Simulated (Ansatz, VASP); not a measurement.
**Two plane-wave programs on SnO**

```
Sn O
1.0
     3.35500    0.00000    0.00000
     0.00000    5.70247    0.00000
     0.00000    0.00000    4.22197
Sn O
2 2
Direct
  0.00000 0.23191 0.51314
  0.50000 0.76809 0.01314
  0.00000 0.89125 0.73686
  0.50000 0.10875 0.23686
```

Change from the starting cell: strain +0.0050 x Voigt [0, 1, 0, 0, 0, 0], atoms carried along.

Alike in both runs: task single point; functional r2SCAN; k mesh 8 × 6 × 6; occupations gaussian, width 0.05 eV; no spin polarisation.

```csv
,VASP,Ansatz
version,VASP 6.6.1,Ansatz 0.2.0
potentials or method,"VASP PAW PBE potentials, release 64 (Sn_d, O), cutoff 520 eV","scalar-relativistic, plane waves, PAW"
valence electrons in the cell,40,40
```

```csv
,VASP,Ansatz,Ansatz less VASP
gap on the k mesh at the Fermi level (eV),1.72,1.73,+0.014
least direct gap on the mesh (eV),2.36,2.38,+0.014
pressure (GPa),-3.0,-3.4,-0.41
"traceless stress, the component that is largest in VASP (GPa)",-0.69,-0.77,-0.085
rms of the force components (eV/Å),0.268,0.320,+0.0515
```

VASP's potentials were made for PBE, not for r2SCAN. Atom by atom the forces differ by 0.054 eV/Å (rms over components).
